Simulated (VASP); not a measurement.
Set up this calculation in VASP 6.6.1, as the native input.

```yaml
Task: single point
Functional: PBE
Potentials_or_basis: VASP PAW PBE potentials, release 64 (Li_sv, Nb_sv, O)
Cutoff: 520 eV
k_mesh: 6 × 6 × 6
Occupations: gaussian, width 0.05 eV
Spin: no spin polarisation
Dipole_correction: no
Further_INCAR_settings: ALGO = Normal; EDIFF = 1e-06; NBANDS = 45
```

The structure of LiNbO3 lies in POSCAR:

```
LiNbO3
1.0
    2.4575426624      1.4188629177      5.1927876456
   -2.4575426624      1.4188629177      5.1927876456
    0.0000000000     -2.8377258353      5.1927876456
Li Nb O
2 2 6
Direct
    0.2500000000      0.2500000000      0.2500000000
    0.7500000000      0.7500000000      0.7500000000
    0.0000000000      0.0000000000      0.0000000000
    0.5000000000      0.5000000000      0.5000000000
    0.1303353734      0.3696646266      0.7500000000
    0.7500000000      0.1303353734      0.3696646266
    0.3696646266      0.7500000000      0.1303353734
    0.8696646266      0.6303353734      0.2500000000
    0.2500000000      0.8696646266      0.6303353734
    0.6303353734      0.2500000000      0.8696646266
```

This cell differs from its parent crystal: c/a of the conventional cell at fixed volume 3.1695.

These files were run (other wordings do the same):

INCAR

```
  PREC = Accurate
  ENCUT = 520
  EDIFF = 1E-6
  ISMEAR = 0
  SIGMA = 0.05
  LREAL = False
  LASPH = True
  NELM = 100
  ALGO = Normal
  ISIF = 2
  LWAVE = False
  LCHARG = False
  GGA = PE
  NBANDS = 45
```

KPOINTS

```
Automatic mesh
0
Gamma
  6 6 6
```

Potentials or basis: VASP PAW PBE potentials, release 64 (Li_sv, Nb_sv, O).

Launch:

```console
$ cat potpaw_PBE.64/Li_sv/POTCAR potpaw_PBE.64/Nb_sv/POTCAR potpaw_PBE.64/O/POTCAR > POTCAR
$ mpirun -np 1 vasp_std > vasp.out
```

Results of the run:

```yaml
Largest_force: 0.108 eV/Å
Band_gap_on_the_k_mesh: 1.87 eV (least direct gap 1.96 eV)
```

Wall time 3.2 min on 1 thread of Intel(R) Xeon(R) 6975P-C (Granite Rapids), with other jobs on the host, peak memory 0.36 GiB.
